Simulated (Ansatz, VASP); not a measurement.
**Mg3ZnTe4: VASP beside Ansatz**

```xyz
8
Lattice="4.5332 0.0000 0.0000 0.0000 4.5332 0.0000 0.0000 0.0000 12.9237" Properties=species:S:1:pos:R:3 pbc="T T T"
Mg    0.0000    0.0000    9.7784
Mg    2.2666    2.2666    6.4618
Mg    0.0000    0.0000    3.1453
Zn    2.2666    2.2666    0.0000
Te    2.2666    0.0000    8.1205
Te    0.0000    2.2666    4.8032
Te    2.2666    0.0000    1.4845
Te    0.0000    2.2666   11.4392
```

Alike in both runs: functional PBE; k mesh 6 × 6 × 2; occupations gaussian, width 0.02 eV; no spin polarisation.

Ansatz relaxed the structure, and its values are those at the end. VASP's run is a single point on that final structure, the one shown.

```csv
,VASP,Ansatz
version,VASP 6.6.1,Ansatz 0.2.0
potentials or method,"VASP PAW PBE potentials, release 64 (Mg, Zn, Te), cutoff 520 eV","scalar-relativistic, plane waves, PAW"
valence electrons in the cell,42,106
```

|  | VASP | Ansatz | Ansatz less VASP |
| --- | --- | --- | --- |
| gap on the k mesh at the Fermi level (eV) | 1.81 | 1.82 | +0.006 |
| least direct gap on the mesh (eV) | 1.81 | 1.82 | +0.006 |
| pressure (GPa) | 0.0 | 0.0 | 0.00 |
| rms of the force components (eV/Å) | 0.004 | 0.001 | -0.0030 |

The functional is the same, so the differences come from potentials, cutoffs and numerics. VASP's potentials hold 42 valence electrons a cell and Ansatz's 106, so a difference there can come from the potentials and not from the codes.

Spin-orbit coupling is off throughout.
